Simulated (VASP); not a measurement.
The system is HgTe.

```
Hg Te
1.0
     0.00000    3.21450    3.21450
     3.21450    0.00000    3.21450
     3.21450    3.21450    0.00000
Hg Te
1 1
Direct
  0.00000 0.00000 0.00000
  0.75000 0.75000 0.75000
```

| Quantity | Value |
| --- | --- |
| Program | VASP 6.6.1 |
| Task | relaxation of cell and atoms |
| Functional | PBEsol |
| Potentials or basis | VASP PAW PBE potentials, release 64 (Hg, Te) |
| Cutoff | 600 eV |
| k mesh | 12 × 12 × 12 |
| Occupations | fermi-dirac, width 0.05 eV |
| Spin | no spin polarisation |

At the start: pressure 1.9 GPa; volume 33.22 Å³/atom.

**Question.** Where does the relaxation end?

**Answer.** Over 3 steps the energy falls by 7.7 meV/atom and the volume is 34.58 Å³/atom (+4.1 %); space group F-43m (No. 216, to 0.1 Å) before and after.

Step by step:
| step | energy change (eV) | largest force (eV/Å) | pressure (GPa) | volume (Å³) |
| --- | --- | --- | --- | --- |
| 1 | 0.0000 | 0.0000 | 1.88 | 66.43 |
| 2 | -0.0132 | 0.0000 | -0.63 | 70.25 |
| 3 | -0.0154 | 0.0000 | 0.00 | 69.16 |

Final structure:
```
Hg Te
1.0
     0.00000    3.25794    3.25794
     3.25794    0.00000    3.25794
     3.25794    3.25794    0.00000
Hg Te
1 1
Cartesian
  0.0000 0.0000 0.0000
  4.8869 4.8869 4.8869
```

Caveat: the PAW data sets were made with another functional, which shifts forces and pressure a little.
